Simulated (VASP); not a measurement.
# Cu (Fm-3m) in VASP: settings compared, part 2 of 3

VASP 6.6.1.

## 3. Single point, LDA

This run uses another cell than the first one, of 11.10 Å³/atom, 0.979 times its volume.

INCAR

```
PREC = Accurate
ENCUT = 600
EDIFF = 1E-6
ISMEAR = -1
SIGMA = 0.05
LREAL = False
LASPH = True
NELM = 120
ALGO = Normal
ISIF = 2
LWAVE = False
LCHARG = False
NBANDS = 12
GGA_COMPAT = False
```

KPOINTS

```
Automatic mesh
0
Gamma
  13 13 13
```

POSCAR

```
Cu
1.0
    0.0000000000      1.7706018915      1.7706018915
    1.7706018915      0.0000000000      1.7706018915
    1.7706018915      1.7706018915      0.0000000000
Cu
1
Direct
    0.0000000000      0.0000000000      0.0000000000
```

Potentials or basis: VASP PAW LDA potentials, release 64 (Cu).

The run is started by

```
> cat potpaw_LDA.64/Cu/POTCAR > POTCAR
> mpirun -np 1 vasp_std > vasp.out
```

OUTCAR:

```text
PREC = Accurate
   ENCUT = 600
   EDIFF = 1E-6
   ISMEAR = -1
   LREAL = False
   LASPH = True
   NELM = 120
   ISIF = 2

 ion  position               nearest neighbor table
   1  0.000  0.000  0.000-

  LATTYP: Found a face centered cubic cell.
 ALAT       =     3.5412037830

  Lattice vectors:

 A1 = (   0.0000000000,   1.7706018915,   1.7706018915)
 A2 = (   1.7706018915,   0.0000000000,   1.7706018915)
 A3 = (   1.7706018915,   1.7706018915,   0.0000000000)

Analysis of symmetry for initial positions (statically):
=====================================================================
 Subroutine PRICEL returns:
 Original cell was already a primitive cell.

 Routine SETGRP: Setting up the symmetry group for a
 face centered cubic supercell.

 Subroutine GETGRP returns: Found 48 space group operations
[... 9 lines left out ...]

 Routine SETGRP: Setting up the symmetry group for a
 face centered cubic supercell.

 Subroutine GETGRP returns: Found 48 space group operations
[... 11 lines left out ...]
                                     Primitive cell

  volume of cell :      11.1018

  direct lattice vectors                    reciprocal lattice vectors
     0.000000000  1.770601891  1.770601891    -0.282389849  0.282389849  0.282389849
     1.770601891  0.000000000  1.770601891     0.282389849 -0.282389849  0.282389849
     1.770601891  1.770601891  0.000000000     0.282389849  0.282389849 -0.282389849

  length of vectors
     2.504009209  2.504009209  2.504009209     0.489113565  0.489113565  0.489113565

  position of ions in fractional coordinates (direct lattice)
     0.000000000  0.000000000  0.000000000

  ion indices of the primitive-cell ions
   primitive index   ion index
                 1           1

----------------------------------------------------------------------------------------

 KPOINTS: Automatic mesh

Automatic generation of k-mesh.
 Grid dimensions read from file:
 generate k-points for:   13   13   13

 Generating k-lattice:

  Cartesian coordinates                     Fractional coordinates (reciprocal lattice)
    -0.021722296  0.021722296  0.021722296     0.076923077  0.000000000  0.000000000
     0.021722296 -0.021722296  0.021722296     0.000000000  0.076923077  0.000000000
     0.021722296  0.021722296 -0.021722296     0.000000000  0.000000000  0.076923077

  Length of vectors
     0.037624120  0.037624120  0.037624120

  Shift w.r.t. Gamma in fractional coordinates (k-lattice)
     0.000000000  0.000000000  0.000000000

 Subroutine IBZKPT returns following result:
 ===========================================

 Found     84 irreducible k-points:

 Following reciprocal coordinates:
            Coordinates               Weight
  0.000000  0.000000  0.000000      1.000000
  0.076923  0.000000  0.000000      8.000000
  0.153846  0.000000  0.000000      8.000000
  0.230769  0.000000  0.000000      8.000000
  0.307692  0.000000  0.000000      8.000000
  0.384615  0.000000  0.000000      8.000000
[... 16 lines left out ...]
  0.384615  0.153846  0.000000     24.000000
  0.461538  0.153846  0.000000     24.000000
 [... further k-points ...]
   k-points           NKPTS =     84   k-points in BZ     NKDIM =     84   number of bands    NBANDS=     12
   number of dos      NEDOS =    301   number of ions     NIONS =      1
   total plane-waves  NPLWV =   8000
   dimension x,y,z NGX =    20 NGY =   20 NGZ =   20
   dimension x,y,z NGXF=    40 NGYF=   40 NGZF=   40
   ions per type =               1
   NGX,Y,Z   is equivalent  to a cutoff of  13.28, 13.28, 13.28 a.u.
   NGXF,Y,Z  is equivalent  to a cutoff of  26.56, 26.56, 26.56 a.u.
 SYSTEM =  unknown system
   PREC   = accura    normal or accurate (medium, high low for compatibility)
   ISTART =      0    job   : 0-new  1-cont  2-samecut
   ICHARG =      2    charge: 1-file 2-atom 10-const
   ISPIN  =      1    spin polarized calculation?
   LNONCOLLINEAR =      F non collinear calculations
   LSORBIT =      F    spin-orbit coupling
   LASPH  =      T    aspherical Exc in radial PAW
   ENCUT  =  600.0 eV  44.10 Ry    6.64 a.u.   5.00  5.00  5.00*2*pi/ulx,y,z
   NELM   =    120;   NELMIN=  2; NELMDL= -5     # of ELM steps
   EDIFF  = 0.1E-05   stopping-criterion for ELM
   LREAL  =      F    real-space projection
   EDIFFG = 0.1E-04   stopping-criterion for IOM
   NSW    =      0    number of steps for IOM
   IBRION =     -1    ionic relax: 0-MD 1-quasi-New 2-CG
   NFREE  =      0    steps in history (QN), initial steepest desc. (CG)
   ISIF   =      2    stress and relaxation
   ISYM   =      2    0-nonsym 1-usesym 2-fastsym
   POTIM  = 0.5000    time-step for ionic-motion
   TEBEG  =    0.0;   TEEND  =   0.0 temperature during run
   PSTRESS=    0.0 pullay stress
   NELECT =      11.0000    total number of electrons
   NUPDOWN=      -1.0000    fix difference up-down
   EMIN   =  10.00;   EMAX   =-10.00  energy-range for DOS
   EFERMI =   0.00;   METHOD = LEGACY
   ISMEAR =    -1;   SIGMA  =   0.05  broadening in eV -4-tet -1-fermi 0-gaus
   EFERMI_NEDOS =   21; number of points for ismear=-14 and -15
   IALGO  =     38    algorithm
   IMIX   =      4    mixing-type and parameters
     AMIX     =   0.40;   BMIX     =  1.00
     AMIX_MAG =   1.60;   BMIX_MAG =  1.00
  volume/ion in A,a.u.               =      11.10        74.92
  Fermi-wavevector in a.u.,A,eV,Ry     =   1.632080  3.084184 36.241641  2.663685
  Thomas-Fermi vector in A             =   2.724110
   LORBIT       =      0    0 simple, 1 ext, 2 COOP (PROOUT), +10 PAW based schemes
   GGA     = CA    functional components
   LHFCALC =     F    Hartree Fock is set to
   AEXX    =    0.0000 exact exchange contribution
   IVDW    =     0    specifies the selected vdW correction
   LEPSILON=     F    determine dielectric tensor
   LRPA    =     F    only Hartree local field effects (RPA)
 non-spin polarized calculation
  energy-cutoff  :      600.00
  volume of cell :       11.10
 maximum number of plane-waves:       381
   NGX =  9   NGY =  9   NGZ =  9

 number of electron      11.0000009 magnetization

 Free energy of the ion-electron system (eV)
  ---------------------------------------------------
  ext. energy  EPLUGINS =         0.00000000
  ---------------------------------------------------
  free energy    TOTEN  =        -4.70894612 eV

  energy without entropy =       -4.70629035  energy(sigma->0) =       -4.70761823

 E-fermi :   8.3263     XC(G=0): -13.4684

 val. band max:        8.1354083418   @ k =   0.4615   0.2308   0.0000
 cond. band min:       8.3388015094   @ k =   0.4615   0.3077   0.0000
 fundamental gap:      0.2033931677
 Fermi energy:         8.3262609026

 k-point     1 :       0.0000    0.0000    0.0000
  band No.  band energies     occupation
      1      -1.6895      2.00000
      2       4.8652      2.00000
      3       4.8652      2.00000
      4       4.8652      2.00000
      5       5.7866      2.00000
      6       5.7866      2.00000
      7      31.3109      0.00000
      8      34.2705      0.00000
      9      34.2705      0.00000
     10      34.2705      0.00000
     11      36.8630      0.00000
     12      36.8630      0.00000

 k-point     2 :       0.0769    0.0000    0.0000
  band No.  band energies     occupation
      1      -1.4646      2.00000
      2       4.8153      2.00000
      3       4.9091      2.00000
      4       4.9091      2.00000
      5       5.7695      2.00000
      6       5.7695      2.00000
      7      29.9743      0.00000
      8      32.4173      0.00000
      9      33.6552      0.00000
     10      33.6552      0.00000
     11      37.7759      0.00000
     12      37.7759      0.00000

 k-point     3 :       0.1538    0.0000    0.0000
  band No.  band energies     occupation
      1      -0.8064      2.00000
      2       4.6940      2.00000
      3       5.0046      2.00000
      4       5.0046      2.00000
      5       5.7528      2.00000
      6       5.7528      2.00000
      7      26.0958      0.00000
      8      31.9164      0.00000
      9      32.7275      0.00000
     10      32.7275      0.00000
     11      38.7361      0.00000
     12      39.1615      0.00000
[... 286 lines left out ...]
 k-point    23 :       0.3846    0.1538    0.0000
  band No.  band energies     occupation
      1       2.3440      2.00000
      2       4.2974      2.00000
      3       4.8139      2.00000
      4       5.2567      2.00000
      5       6.3284      2.00000
      6       6.6354      2.00000
      7      17.7196      0.00000
      8      26.8137      0.00000
      9      27.0423      0.00000
     10      29.5295      0.00000
     11      38.7250      0.00000
     12      40.0553      0.00000

 k-point    24 :       0.4615    0.1538    0.0000
  band No.  band energies     occupation
      1       2.9455      2.00000
      2       4.4812      2.00000
      3       4.8799      2.00000
      4       5.1743      2.00000
      5       6.4301      2.00000
      6       7.7878      1.99996
      7      14.5289      0.00000
      8      25.6293      0.00000
      9      27.0026      0.00000
     10      29.3161      0.00000
     11      39.3200      0.00000
     12      39.4072      0.00000

 [... further k-points ...]
[... 5 lines left out ...]
  --------------------------------------------------------------------------------------
  -------------------------------------------------------------------------------------
  Total       -0.1871417     -0.1871417     -0.1871417      0.0000000     -0.0000000      0.0000000
  in kB      -27.0077421    -27.0077421    -27.0077421      0.0000000     -0.0000000      0.0000000
  external PRESSURE =     -27.0077421 kB  Pullay stress =       0.0000000 kB

 VOLUME and BASIS-vectors are now :
 -----------------------------------------------------------------------------
  energy-cutoff  :      600.00
  volume of cell :       11.10
      direct lattice vectors                 reciprocal lattice vectors
     0.000000000  1.770601891  1.770601891    -0.282389849  0.282389849  0.282389849
     1.770601891  0.000000000  1.770601891     0.282389849 -0.282389849  0.282389849
     1.770601891  1.770601891  0.000000000     0.282389849  0.282389849 -0.282389849

 POSITION                                       TOTAL-FORCE (eV/Angst)
 -----------------------------------------------------------------------------------
      0.00000      0.00000      0.00000         0.000000      0.000000      0.000000
 -----------------------------------------------------------------------------------
    total drift:                               -0.000000     -0.000000     -0.000000

  FREE ENERGIE OF THE ION-ELECTRON SYSTEM (eV)
  ---------------------------------------------------
  free  energy   TOTEN  =        -4.7089461164 eV

  energy  without entropy=       -4.7062903476  energy(sigma->0) =       -4.70761823
```

stdout:

```text
POSCAR found type information on POSCAR Cu
 POSCAR found :  1 types and       1 ions
 scaLAPACK will be used
 LDA part: xc-table for (Slater(with rela. corr.)+CA(PZ))
 , standard interpolation
 POSCAR, INCAR and KPOINTS ok, starting setup
 FFT: planning ... GRIDC
 FFT: planning ... GRID_SOFT
 FFT: planning ... GRID
 WAVECAR not read
 entering main loop
```

Wall time 6.7 s (1 thread of AMD EPYC 9R45 (Zen 5), shared host); peak memory 0.09 GiB.

What came out:

| Item | Value |
| --- | --- |
| Free energy | -4.7089 eV |
| Pressure | -2.7 GPa |

(Continued in part 3 of 3.)
